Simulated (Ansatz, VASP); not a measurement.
One calculation of Al3BP4, two programs

```
Al B P
1.0
     3.68777    0.00000    0.00000
     0.00000    3.68777    0.00000
     0.00000    0.00000   10.81653
Al B P
3 1 4
Direct
  0.50000 0.50000 0.76615
  0.00000 0.00000 0.50000
  0.50000 0.50000 0.23385
  0.00000 0.00000 0.00000
  0.00000 0.50000 0.09839
  0.50000 0.00000 0.90161
  0.00000 0.50000 0.63320
  0.50000 0.00000 0.36680
```

Alike in both runs: task relaxation of cell and atoms; functional PBE; k mesh 8 × 8 × 4; occupations gaussian, width 0.02 eV; no spin polarisation.

|  | VASP | Ansatz |
| --- | --- | --- |
| version | VASP 6.6.1 | Ansatz 0.2.0 |
| potentials or method | VASP PAW PBE potentials, release 64 (Al, B, P), cutoff 600 eV | scalar-relativistic, plane waves, PAW |
| valence electrons in the cell | 32 | 32 |

|  | VASP | Ansatz | Ansatz less VASP |
| --- | --- | --- | --- |
| gap on the k mesh at the Fermi level, each at its own relaxed structure (eV) | 0.97 | 0.97 | +0.003 |
| relaxed volume (Å³/atom) | 18.42 | 18.44 | +0.022 |
| relaxed cell length with the largest relative difference (Å) | 10.834 | 10.842 | +0.0086 |
